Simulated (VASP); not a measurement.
Here is a VASP 6.6.1 calculation.

File INCAR:

```
PREC = Accurate
ENCUT = 520
EDIFF = 1E-7
ISMEAR = -1
SIGMA = 0.05
LREAL = False
LASPH = True
NELM = 80
ALGO = Normal
ISIF = 2
LWAVE = False
LCHARG = True
LELF = True
LVHAR = True
NBANDS = 18
```

Contents of KPOINTS:

```
Automatic mesh
0
Gamma
  8 8 6
```

Contents of POSCAR:

```
P
1.0
    1.6586556482     -5.5012310827      0.0000000000
    1.6586556482      5.5012310827      0.0000000000
    0.0000000000      0.0000000000      4.5737267689
P
4
Direct
    0.9041431300      0.0958568700      0.5888151700
    0.0958568700      0.9041431300      0.4111848300
    0.5958568700      0.4041431300      0.0888151700
    0.4041431300      0.5958568700      0.9111848300
```

Potentials or basis: VASP PAW LDA potentials, release 64 (P).

Run with:

```bash
$ cat potpaw_LDA.64/P/POTCAR > POTCAR
$ mpirun -np 1 vasp_std > vasp.out
```

Task: What does it give for the band gap on the k mesh?

Result: 0.02 eV, direct.

Task: Predict the pressure.

Result: -3.7 GPa.

Stress tensor (GPa, compression positive):
```
-4.64  0.00  0.00
 0.00 -2.90  0.00
 0.00  0.00 -3.52
```

 A k mesh can miss the band edges.
